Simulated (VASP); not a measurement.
Set up this calculation in VASP 6.6.1, as the native input.

- Task: single point
- Functional: PBE
- Potentials or basis: VASP PAW PBE potentials, release 64 (B, As)
- Cutoff: 500 eV
- k mesh: 6 × 4 × 4
- Occupations: gaussian, width 0.1 eV
- Spin: no spin polarisation
- Dipole correction: no
- Further INCAR settings: ALGO = Normal; EDIFF = 1e-06; NBANDS = 22

The structure of B5As2 lies in POSCAR:

```
B5As2
1.0
    3.2679831566      0.0000000000      0.0000000000
    0.0000000000      6.1847591824      2.1443718451
    0.0000000000     -6.1847591824      2.1443718451
B As
5 2
Direct
    0.2577278577      0.6807248136      0.6807248136
    0.7422721423      0.6807248136      0.6807248136
    0.5000000000      0.3019963795      0.3019963795
    0.5000000000      0.0817732481      0.9073268896
    0.5000000000      0.9073268896      0.0817732481
    0.0000000000      0.8100593204      0.1925543352
    0.0000000000      0.1925543352      0.8100593204
```

The cell was built from a structure type or drawn by symmetry, and may not be a known phase.

One way to write it, as run:

INCAR

```
SYSTEM = B5As2
PREC = Accurate ; ENCUT = 500
EDIFF = 1E-6 ; ISMEAR = 0
SIGMA = 0.1 ; LREAL = .FALSE.
LASPH = .TRUE. ; NELM = 120
ALGO = Normal ; ISIF = 2
LWAVE = .FALSE. ; LCHARG = .FALSE.
GGA = PE ; NBANDS = 22
GGA_COMPAT = .FALSE.
```

KPOINTS

```
regular mesh
0
G
  6 4 4
  0 0 0
```

Potentials or basis: VASP PAW PBE potentials, release 64 (B, As).

The run is started by

```console
$ cat potpaw_PBE.64/B/POTCAR potpaw_PBE.64/As/POTCAR > POTCAR
$ mpirun -np 1 vasp_std > vasp.out
```

It gave:

```yaml
Pressure: 0.3 GPa
Largest_force: 0.039 eV/Å
Band_gap_on_the_k_mesh: zero (an odd number of electrons rules out a gap without spin polarisation)
```

Caveat: the k points lie up to 0.39 Å⁻¹ apart, too coarse for converged energies and pressures of a metal.

Run time: 84 s on 1 thread of Intel Xeon 8259CL (shared host), peak memory 0.24 GiB.
